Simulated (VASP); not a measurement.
## Ni: relaxation of cell and atoms with PBE

The system is Ni.

```
CELL_PARAMETERS angstrom
-2.12496 2.12496 3.03831
2.12496 -2.12496 3.03831
2.12496 2.12496 -3.03831
ATOMIC_POSITIONS crystal
Ni 0.34098 0.25765 0.41667
Ni 0.25765 0.84098 0.91667
Ni 0.92431 0.34098 0.08333
Ni 0.84098 0.92431 0.58333
Ni 0.68572 0.68572 0.00000
```

The cell was built from a structure type or drawn by symmetry, and may not be a known phase.

```json
{
  "Program": "VASP 6.6.1",
  "Task": "relaxation of cell and atoms",
  "Functional": "PBE",
  "Potentials or basis": "VASP PAW PBE potentials, release 64 (Ni)",
  "Cutoff": "600 eV",
  "k mesh": "6 × 6 × 6",
  "Occupations": "gaussian, width 0.1 eV",
  "Spin": "collinear spin, ferromagnetic start",
  "Starting moments": "[2.0, 2.0, 2.0, 2.0, 2.0] μB",
  "Dipole correction": "no",
  "Further INCAR settings": "ALGO = Normal; EDIFF = 1e-06; IBRION = 2; EDIFFG = -0.04; NSW = 90; ISIF = 3"
}
```

The relaxed volume is 10.83 Å³/atom. The relaxed cell is a = 4.714 Å, b = 4.714 Å, c = 4.714 Å, α = 94.52°, β = 94.52°, γ = 147.40°, the space group after relaxing (to 0.1 Å) is I4/mmm (No. 139) and the energy gained by relaxing is 3017.6 meV/atom. The ionic steps are 44, the pressure after relaxing is -0.4 GPa and the largest force after relaxing is 0.033 eV/Å. The band gap on the k mesh is zero (filled and empty bands overlap), the net moment is -0.01 μB per cell and the valence electrons inside the program's atomic spheres are Ni 9.32, 9.33 (each value once).

Forces on the atoms (eV/Å):
```
Ni   0.030  0.011 -0.008
Ni  -0.011  0.030 -0.008
Ni   0.011 -0.030 -0.008
Ni  -0.030 -0.011 -0.008
Ni   0.000  0.000  0.031
```

Stress tensor (GPa, compression positive):
```
-0.38  0.00  0.00
 0.00 -0.38  0.00
 0.00  0.00 -0.49
```

The path:
| step | energy change (eV) | largest force (eV/Å) | pressure (GPa) | volume (Å³) |
| --- | --- | --- | --- | --- |
| 1 | 0.0000 | 11.0196 | 119.62 | 54.88 |
| 3 | -9.9274 | 2.9765 | -13.81 | 84.85 |
| 5 | -10.1534 | 4.4972 | -5.46 | 77.45 |
| 7 | -11.5721 | 1.5727 | -11.00 | 74.06 |
| 9 | -11.8832 | 1.0073 | -8.84 | 71.53 |
| 11 | -12.3486 | 1.7516 | 6.47 | 61.91 |
| 13 | -13.0104 | 1.2763 | 16.02 | 56.11 |
| 15 | -13.7624 | 0.8239 | -1.19 | 59.74 |
| 17 | -13.8765 | 0.6660 | -1.85 | 59.61 |
| 19 | -14.0247 | 1.1185 | 3.44 | 57.25 |
| 21 | -14.2168 | 1.4339 | -8.29 | 60.20 |
| 23 | -14.3873 | 1.5171 | -8.84 | 59.67 |
| 25 | -15.0111 | 0.3913 | -6.09 | 56.13 |
| 27 | -15.0313 | 0.4089 | -5.01 | 55.71 |
| 29 | -15.0689 | 0.2959 | -0.21 | 54.34 |
| 31 | -15.0707 | 0.2532 | 1.08 | 53.98 |
| 33 | -15.0794 | 0.0807 | 0.15 | 54.25 |
| 35 | -15.0808 | 0.0155 | -0.85 | 54.44 |
| 37 | -15.0820 | 0.0425 | -0.68 | 54.32 |
| 39 | -15.0833 | 0.0997 | 0.16 | 54.13 |
| 41 | -15.0866 | 0.0806 | 0.14 | 54.06 |
| 43 | -15.0873 | 0.0717 | 0.25 | 54.01 |
| 44 | -15.0881 | 0.0330 | -0.41 | 54.16 |

Final structure:
```
Ni
1.0
    -3.19916    3.19916    1.32288
     3.19916   -3.19916    1.32288
     3.19916    3.19916   -1.32288
Ni
5
Direct
  0.40981 0.20955 0.39886
  0.20955 0.81069 0.79974
  0.01095 0.40981 0.20026
  0.81069 0.01095 0.60114
  0.60865 0.60865 0.00000
```

Levels at points of the mesh, in eV from the Fermi level:
Spin up:
```
           k point  band 22  band 23  band 24  band 25  band 26  band 27  band 28  band 29
(0.00, 0.00, 0.00)    -0.37     0.03     0.04     0.04     0.04     1.58     1.60     1.62
(0.50, 0.00, 0.00)    -0.20    -0.17    -0.16     0.40     0.59     1.10     1.11     4.11
(0.50, 0.50, 0.00)    -0.50    -0.35    -0.35    -0.08    -0.04    -0.03     0.36     3.08
(0.50, 0.50, 0.50)    -0.47    -0.27    -0.27    -0.27    -0.26     0.14     0.14     0.25
```
Spin down:
```
           k point  band 23  band 24  band 25  band 26  band 27  band 28
(0.00, 0.00, 0.00)     0.02     0.03     0.04     0.04     1.58     1.60
(0.50, 0.00, 0.00)    -0.17    -0.16     0.40     0.59     1.10     1.11
(0.50, 0.50, 0.00)    -0.35    -0.35    -0.08    -0.05    -0.04     0.35
(0.50, 0.50, 0.50)    -0.28    -0.27    -0.27    -0.26     0.14     0.14
```

Run time: 59 min on 1 thread of Intel(R) Xeon(R) 6975P-C (Granite Rapids) (shared host), peak memory 0.35 GiB.
